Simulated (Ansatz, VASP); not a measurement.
# Cu in VASP and in Ansatz

```
Cu
1.0
     0.00000    1.78924    1.78924
     1.78924    0.00000    1.78924
     1.78924    1.78924    0.00000
Cu
1
Direct
  0.00000 0.00000 0.00000
```

Change from the starting cell: volume scaled by 0.97, PAW files.

Alike in both runs: task electric field gradients; functional PBEsol; k mesh 19 × 19 × 19; occupations fermi-dirac, width 0.08 eV; no spin polarisation.

|  | VASP | Ansatz |
| --- | --- | --- |
| version | VASP 6.6.1 | Ansatz 0.2.0 |
| potentials or method | VASP PAW PBE potentials, release 64 (Cu) | PAW with Ansatz's default frozen-core files, scalar-relativistic |
| plane-wave cutoff (eV) | 520 | 420 |
| valence electrons in the cell | 11 | 19 |

|  | VASP | Ansatz | Ansatz less VASP |
| --- | --- | --- | --- |
| pressure (GPa) | -1.4 | -2.1 | -0.69 |

VASP's potentials were made for PBE, not for PBEsol. With one functional, cell and mesh, what is left measures potentials, basis and numerics. VASP's potentials hold 11 valence electrons a cell and Ansatz's 19, so a difference there can come from the potentials and not from the codes.
